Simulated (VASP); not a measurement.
# Ti4O in VASP: single point with PBE

Aim: the single point of Ti4O with PBE.

Program: VASP 6.6.1. These are calculated values, not measurements. Logs are shortened: lines on timing, memory, paths and dates and some standing lists are left out, and cuts for length are marked.

### Step 1. The cell of the first run

The cell holds a slab with vacuum, 5 atoms: a = 3.255 Å, b = 3.255 Å, c = 20.179 Å, α = 90.00°, β = 90.00°, γ = 90.00°.

### Step 2. Single point, PBE

Input file INCAR:

```
SYSTEM = Ti4O
ALGO = Normal ; DIPOL = 0.5 0.5 0.354
EDIFF = 1E-6 ; ENCUT = 1000
GGA = PE ; GGA_COMPAT = .FALSE.
IDIPOL = 3 ; ISIF = 2
ISMEAR = 0 ; LASPH = .TRUE.
LCHARG = .FALSE. ; LDIPOL = .TRUE.
LREAL = .FALSE. ; LWAVE = .FALSE.
NBANDS = 35 ; NELM = 120
NELMDL = -8 ; PREC = Accurate
SIGMA = 0.1
```

Input file KPOINTS:

```
k-points
0
G
  8 8 1
  0 0 0
```

Input file POSCAR:

```
Ti4O
1.0
    3.2553359278      0.0000000000      0.0000000000
    0.0000000000      3.2553359278      0.0000000000
    0.0000000000      0.0000000000     20.1793674396
Ti O
4 1
Direct
    0.5000000000      0.5000000000      0.1982222690
    0.0000000000      0.0000000000      0.2788822782
    0.5000000000      0.5000000000      0.3551865237
    0.0000000000      0.0000000000      0.4301109767
    0.0000000000      0.1250000000      0.5078611129
```

Potentials or basis: VASP PAW PBE potentials, release 64 (Ti_sv, O_h).

The run is started by

```bash
$ cat potpaw_PBE.64/Ti_sv/POTCAR potpaw_PBE.64/O_h/POTCAR > POTCAR
$ mpirun -np 1 vasp_std > vasp.out
```

OUTCAR:

```text
SYSTEM = Ti4O
   EDIFF = 1E-6
   ENCUT = 1000
   GGA = PE
   ISIF = 2
   ISMEAR = 0
   LASPH = .TRUE.
   LREAL = .FALSE.
   NELM = 120
   NELMDL = -8
   PREC = Accurate

 ion  position               nearest neighbor table
   1  0.500  0.500  0.198-   2 2.82   2 2.82   2 2.82   2 2.82
   2  0.000  0.000  0.279-   3 2.77   3 2.77   3 2.77   3 2.77   1 2.82   1 2.82   1 2.82   1 2.82

   3  0.500  0.500  0.355-   4 2.75   4 2.75   4 2.75   4 2.75   2 2.77   2 2.77   2 2.77   2 2.77

   4  0.000  0.000  0.430-   5 1.62   3 2.75   3 2.75   3 2.75   3 2.75
   5  0.000  0.125  0.508-   4 1.62

  LATTYP: Found a simple tetragonal cell.
 ALAT       =     3.2553359278
 C/A-ratio  =     6.1988587007

  Lattice vectors:

 A1 = (   3.2553359278,   0.0000000000,   0.0000000000)
 A2 = (   0.0000000000,   3.2553359278,   0.0000000000)
 A3 = (   0.0000000000,   0.0000000000,  20.1793674396)

Analysis of symmetry for initial positions (statically):
=====================================================================
 Subroutine PRICEL returns:
 Original cell was already a primitive cell.

 Routine SETGRP: Setting up the symmetry group for a
 simple tetragonal supercell.

 Subroutine GETGRP returns: Found  2 space group operations
 (whereof  2 operations were pure point group operations)
 out of a pool of 16 trial point group operations.

The static configuration has the point symmetry C_1h.

Analysis of symmetry for dynamics (positions and initial velocities):
=====================================================================
 Subroutine PRICEL returns:
 Original cell was already a primitive cell.

 Routine SETGRP: Setting up the symmetry group for a
 simple tetragonal supercell.

 Subroutine GETGRP returns: Found  2 space group operations
 (whereof  2 operations were pure point group operations)
 out of a pool of 16 trial point group operations.

The dynamic configuration has the point symmetry C_1h.

 Subroutine INISYM returns: Found  2 space group operations
 (whereof  2 operations are pure point group operations),
 and found     1 'primitive' translations

----------------------------------------------------------------------------------------

                                     Primitive cell

  volume of cell :     213.8450

  direct lattice vectors                    reciprocal lattice vectors
     3.255335928  0.000000000  0.000000000     0.307187959  0.000000000  0.000000000
     0.000000000  3.255335928  0.000000000     0.000000000  0.307187959  0.000000000
     0.000000000  0.000000000 20.179367440     0.000000000  0.000000000  0.049555567

  length of vectors
     3.255335928  3.255335928 20.179367440     0.307187959  0.307187959  0.049555567

  position of ions in fractional coordinates (direct lattice)
     0.500000000  0.500000000  0.198222269
     0.000000000  0.000000000  0.278882278
     0.500000000  0.500000000  0.355186524
     0.000000000  0.000000000  0.430110977
     0.000000000  0.125000000  0.507861113

  ion indices of the primitive-cell ions
   primitive index   ion index
                 1           1
                 2           2
                 3           3
                 4           4
                 5           5

----------------------------------------------------------------------------------------

 KPOINTS: k-points

Automatic generation of k-mesh.
 Grid dimensions read from file:
 generate k-points for:    8    8    1

 Generating k-lattice:

  Cartesian coordinates                     Fractional coordinates (reciprocal lattice)
     0.038398495  0.000000000  0.000000000     0.125000000  0.000000000  0.000000000
     0.000000000  0.038398495  0.000000000     0.000000000  0.125000000  0.000000000
     0.000000000  0.000000000  0.049555567     0.000000000  0.000000000  1.000000000

  Length of vectors
     0.038398495  0.038398495  0.049555567

  Shift w.r.t. Gamma in fractional coordinates (k-lattice)
     0.000000000  0.000000000  0.000000000

 Subroutine IBZKPT returns following result:
 ===========================================

 Found     25 irreducible k-points:

 Following reciprocal coordinates:
            Coordinates               Weight
  0.000000  0.000000  0.000000      1.000000
  0.125000  0.000000  0.000000      2.000000
  0.000000  0.125000  0.000000      2.000000
  0.250000  0.000000  0.000000      2.000000
  0.000000  0.250000  0.000000      2.000000
  0.375000  0.000000  0.000000      2.000000
[... 16 lines left out ...]
  0.500000  0.375000  0.000000      2.000000
 -0.375000  0.500000  0.000000      2.000000
   k-points           NKPTS =     25   k-points in BZ     NKDIM =     25   number of bands    NBANDS=     35
   number of dos      NEDOS =    301   number of ions     NIONS =      5
   total plane-waves  NPLWV = 272160
   dimension x,y,z NGX =    36 NGY =   36 NGZ =  210
   dimension x,y,z NGXF=    72 NGYF=   72 NGZF=  420
   ions per type =               4   1
   NGX,Y,Z   is equivalent  to a cutoff of  18.38, 18.38, 17.30 a.u.
   NGXF,Y,Z  is equivalent  to a cutoff of  36.77, 36.77, 34.60 a.u.
 SYSTEM =  Ti4O
   PREC   = accura    normal or accurate (medium, high low for compatibility)
   ISTART =      0    job   : 0-new  1-cont  2-samecut
   ICHARG =      2    charge: 1-file 2-atom 10-const
   ISPIN  =      1    spin polarized calculation?
   LNONCOLLINEAR =      F non collinear calculations
   LSORBIT =      F    spin-orbit coupling
   LASPH  =      T    aspherical Exc in radial PAW
   ENCUT  = 1000.0 eV  73.50 Ry    8.57 a.u.   8.39  8.39 52.03*2*pi/ulx,y,z
   NELM   =    120;   NELMIN=  2; NELMDL= -8     # of ELM steps
   EDIFF  = 0.1E-05   stopping-criterion for ELM
   LREAL  =      F    real-space projection
   EDIFFG = 0.1E-04   stopping-criterion for IOM
   NSW    =      0    number of steps for IOM
   IBRION =     -1    ionic relax: 0-MD 1-quasi-New 2-CG
   NFREE  =      0    steps in history (QN), initial steepest desc. (CG)
   ISIF   =      2    stress and relaxation
   ISYM   =      2    0-nonsym 1-usesym 2-fastsym
   POTIM  = 0.5000    time-step for ionic-motion
   TEBEG  =    0.0;   TEEND  =   0.0 temperature during run
   PSTRESS=    0.0 pullay stress
   NELECT =      54.0000    total number of electrons
   NUPDOWN=      -1.0000    fix difference up-down
   EMIN   =  10.00;   EMAX   =-10.00  energy-range for DOS
   EFERMI =   0.00;   METHOD = LEGACY
   ISMEAR =     0;   SIGMA  =   0.10  broadening in eV -4-tet -1-fermi 0-gaus
   EFERMI_NEDOS =   21; number of points for ismear=-14 and -15
   IALGO  =     38    algorithm
   IMIX   =      4    mixing-type and parameters
     AMIX     =   0.40;   BMIX     =  1.00
     AMIX_MAG =   1.60;   BMIX_MAG =  1.00
  volume/ion in A,a.u.               =      42.77       288.62
  Fermi-wavevector in a.u.,A,eV,Ry     =   1.034760  1.955413 14.568147  1.070729
  Thomas-Fermi vector in A             =   2.169071
   LORBIT       =      0    0 simple, 1 ext, 2 COOP (PROOUT), +10 PAW based schemes
   GGA     = PE    functional components
   LHFCALC =     F    Hartree Fock is set to
   AEXX    =    0.0000 exact exchange contribution
   IVDW    =     0    specifies the selected vdW correction
   LEPSILON=     F    determine dielectric tensor
   LRPA    =     F    only Hartree local field effects (RPA)
 non-spin polarized calculation
 Gauss-broadening in eV      SIGMA  =   0.10
  energy-cutoff  :     1000.00
  volume of cell :      213.85
 maximum number of plane-waves:     15401
 NGX is ok and might be reduce to    36
   NGX = 17   NGY = 17   NGZ =105

 dipolmoment           0.000000      0.000000     -0.261218 electrons x Angstroem

 number of electron      54.0000001 magnetization

 dipolmoment           0.000000      0.000000      0.292851 electrons x Angstroem

 Free energy of the ion-electron system (eV)
  ---------------------------------------------------
  ext. energy  EPLUGINS =         0.00000000
  ---------------------------------------------------
  free energy    TOTEN  =       -36.20317887 eV

  energy without entropy =      -36.16087395  energy(sigma->0) =      -36.18202641

 E-fermi :  -0.9460     XC(G=0):  -5.0593

 val. band max:       -0.9543493492   @ k =   0.5000   0.0000   0.0000
 cond. band min:      -0.9345286309   @ k =  -0.3750   0.5000   0.0000
 fundamental gap:      0.0198207182
 Fermi energy:        -0.9460230532

 k-point     1 :       0.0000    0.0000    0.0000
  band No.  band energies     occupation
      1     -58.0596      2.00000
      2     -57.3508      2.00000
      3     -57.2345      2.00000
      4     -57.1300      2.00000
      5     -34.4254      2.00000
      6     -34.2071      2.00000
[... 27 lines left out ...]
     34       0.7959      0.00000
     35       1.3596      0.00000

 k-point     2 :       0.1250    0.0000    0.0000
  band No.  band energies     occupation
      1     -58.0576      2.00000
      2     -57.3423      2.00000
      3     -57.2334      2.00000
      4     -57.1357      2.00000
      5     -34.4267      2.00000
      6     -34.2245      2.00000
[... 27 lines left out ...]
     34       0.8432      0.00000
     35       1.2239      0.00000

 k-point     3 :       0.0000    0.1250    0.0000
  band No.  band energies     occupation
      1     -58.0576      2.00000
      2     -57.3423      2.00000
      3     -57.2334      2.00000
      4     -57.1357      2.00000
      5     -34.4267      2.00000
      6     -34.2276      2.00000
[... 27 lines left out ...]
     34       0.7684      0.00000
     35       1.2617      0.00000
[... 723 lines left out ...]
 k-point    23 :       0.5000    0.3750    0.0000
  band No.  band energies     occupation
      1     -58.0375      2.00000
      2     -57.2605      2.00000
      3     -57.2241      2.00000
      4     -57.1768      2.00000
      5     -34.3992      2.00000
      6     -34.3284      2.00000
[... 27 lines left out ...]
     34       1.7874      0.00000
     35       1.8789      0.00000

 k-point    24 :      -0.3750    0.5000    0.0000
  band No.  band energies     occupation
      1     -58.0375      2.00000
      2     -57.2605      2.00000
      3     -57.2241      2.00000
      4     -57.1768      2.00000
      5     -34.3992      2.00000
      6     -34.3313      2.00000
[... 27 lines left out ...]
     34       1.7645      0.00000
     35       1.8742      0.00000

 [... further k-points ...]

------------------------ aborting loop because EDIFF is reached ----------------------------------------

 vacuum level on the upper side and lower side of the slab       (xc-potential included)         2.376        -2.574

  FORCE on cell =-STRESS in cart. coord.  units (eV):
  Direction    XX          YY          ZZ          XY          YZ          ZX
  --------------------------------------------------------------------------------------
  -------------------------------------------------------------------------------------
  Total        0.3593628     -0.0903257      2.0326952      0.0000000      0.7943390      0.0000000
  in kB        2.6924303     -0.6767411     15.2294305      0.0000000      5.9513750      0.0000000
  external PRESSURE =       5.7483733 kB  Pullay stress =       0.0000000 kB

 VOLUME and BASIS-vectors are now :
 -----------------------------------------------------------------------------
  energy-cutoff  :     1000.00
  volume of cell :      213.85
      direct lattice vectors                 reciprocal lattice vectors
     3.255335928  0.000000000  0.000000000     0.307187959  0.000000000  0.000000000
     0.000000000  3.255335928  0.000000000     0.000000000  0.307187959  0.000000000
     0.000000000  0.000000000 20.179367440     0.000000000  0.000000000  0.049555567

 POSITION                                       TOTAL-FORCE (eV/Angst)
 -----------------------------------------------------------------------------------
      1.62767      1.62767      4.00000         0.000000     -0.066483      0.665231
      0.00000      0.00000      5.62767         0.000000      0.166903     -0.720880
      1.62767      1.62767      7.16744         0.000000     -0.082443     -1.723971
      0.00000      0.00000      8.67937         0.000000     -0.571028      1.585401
      0.00000      0.40692     10.24832         0.000000      0.553052      0.194219
 -----------------------------------------------------------------------------------
    total drift:                                0.000000     -0.000228     -0.000434

  FREE ENERGIE OF THE ION-ELECTRON SYSTEM (eV)
  ---------------------------------------------------
  free  energy   TOTEN  =       -36.2031788674 eV

  energy  without entropy=      -36.1608739539  energy(sigma->0) =      -36.18202641

 vacuum level on the upper side and lower side of the slab         7.248         2.188
```

Run time: 19 min. Hardware: 1 thread of Intel Xeon Platinum 8259CL at 2.50GHz (Skylake/Cascade Lake), shared host; peak memory 0.83 GiB.

Results:

| Quantity | Value |
| --- | --- |
| Free energy | -36.2032 eV |
| Largest force | 1.726 eV/Å |
| Band gap on the k mesh | zero (bands 27 and 28 overlap by 0.65 eV) |

Forces on the atoms (eV/Å):
```
Ti   0.000 -0.066  0.665
Ti   0.000  0.167 -0.721
Ti   0.000 -0.082 -1.724
Ti   0.000 -0.571  1.585
O    0.000  0.553  0.194
```
